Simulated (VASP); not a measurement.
B2Se:

```
CELL_PARAMETERS angstrom
2.15467 -4.59546 0.00000
2.15467 4.59546 0.00000
0.00000 0.00000 3.06248
ATOMIC_POSITIONS crystal
B 0.10192 0.32163 0.50000
B 0.89808 0.67837 0.50000
B 0.32163 0.10192 0.50000
B 0.67837 0.89808 0.50000
Se 0.00000 0.50000 0.00000
Se 0.50000 0.00000 0.00000
```

| Quantity | Value |
| --- | --- |
| Program | VASP 6.6.1 |
| Task | relaxation of cell and atoms |
| Functional | PBE |
| Potentials or basis | VASP PAW PBE potentials, release 64 (B, Se) |
| Cutoff | 600 eV |
| k mesh | 4 × 4 × 6 |
| Occupations | gaussian, width 0.1 eV |
| Spin | no spin polarisation |

At the start: pressure 49.2 GPa; volume 10.11 Å³/atom.

Q: How do energy, volume and symmetry change on relaxing?

A: Over 47 steps the energy falls by 1180.5 meV/atom and the volume is 15.05 Å³/atom (+48.8 %); space group Cmmm (No. 65, to 0.05 Å).

Step by step:
```csv
step,energy change (eV),largest force (eV/Å),pressure (GPa),volume (Å³)
1,0.0000,4.6292,49.24,60.65
3,-4.6855,2.4143,-7.63,81.90
5,-4.9148,4.8310,6.60,78.38
7,-5.8514,1.2045,4.73,77.50
9,-6.1066,1.2138,3.62,80.28
11,-6.3109,0.6425,-1.88,83.80
13,-6.3464,0.4272,0.35,82.91
15,-6.3710,0.2799,0.97,83.04
17,-6.3984,0.1668,0.12,84.23
19,-6.4183,0.1549,-0.35,85.16
21,-6.4268,0.2177,0.46,85.08
23,-6.4395,0.4050,2.60,84.82
25,-6.4745,0.5216,3.08,85.39
27,-6.5985,0.6624,4.69,87.08
29,-6.6116,0.6546,4.42,87.10
31,-6.6212,0.5795,4.14,87.76
33,-6.6652,0.5220,3.48,88.24
35,-6.8212,0.3469,0.76,90.37
37,-6.9373,0.4368,-3.53,94.20
39,-7.0591,0.3150,-1.55,92.05
41,-7.0752,0.1828,-0.65,90.96
43,-7.0814,0.0377,0.04,90.08
45,-7.0824,0.0458,0.13,90.03
47,-7.0831,0.0014,-0.10,90.27
```

Final structure:
```cif
data_structure
_symmetry_space_group_name_H-M 'P 1'
_symmetry_Int_Tables_number 1
_cell_length_a 5.3215
_cell_length_b 5.3215
_cell_length_c 3.1890
_cell_angle_alpha 90.000
_cell_angle_beta 90.000
_cell_angle_gamma 91.648
_cell_volume 90.27
loop_
_atom_site_label
_atom_site_type_symbol
_atom_site_fract_x
_atom_site_fract_y
_atom_site_fract_z
_atom_site_occupancy
B1 B 0.00304 0.22847 0.50000 1
B2 B 0.99696 0.77153 0.50000 1
B3 B 0.22847 0.00304 0.50000 1
B4 B 0.77153 0.99696 0.50000 1
Se1 Se 0.00000 0.50000 0.00000 1
Se2 Se 0.50000 0.00000 0.00000 1
```

Caveat: the k points lie up to 0.33 Å⁻¹ apart in the final cell; the volume moved by over 15 % at a fixed basis, so the end points are rough.
